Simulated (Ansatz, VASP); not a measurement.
Two plane-wave programs on Si

```
CELL_PARAMETERS angstrom
0.00000 2.72271 2.72271
2.72271 0.00000 2.72271
2.72271 2.72271 0.00000
ATOMIC_POSITIONS crystal
Si 0.75000 0.75000 0.75000
Si 0.50000 0.50000 0.50000
```

Alike in both runs: functional r2SCAN; k mesh 6 × 6 × 6; occupations fermi-dirac, width 0.02 eV; no spin polarisation.

Ansatz relaxed the structure, and its values are those at the end. VASP's run is a single point on that final structure, the one shown.

|  | VASP | Ansatz |
| --- | --- | --- |
| version | VASP 6.6.1 | Ansatz 0.2.0 |
| potentials or method | VASP PAW PBE potentials, release 64 (Si), cutoff 520 eV | plane waves, PAW |
| valence electrons in the cell | 8 | 8 |

Ansatz gave:

```
pressure (GPa) : 0.0
```

**Question.** Estimate VASP's values.

**Answer.** Pressure (GPa): -0.2.

VASP's potentials were made for PBE, not for r2SCAN.
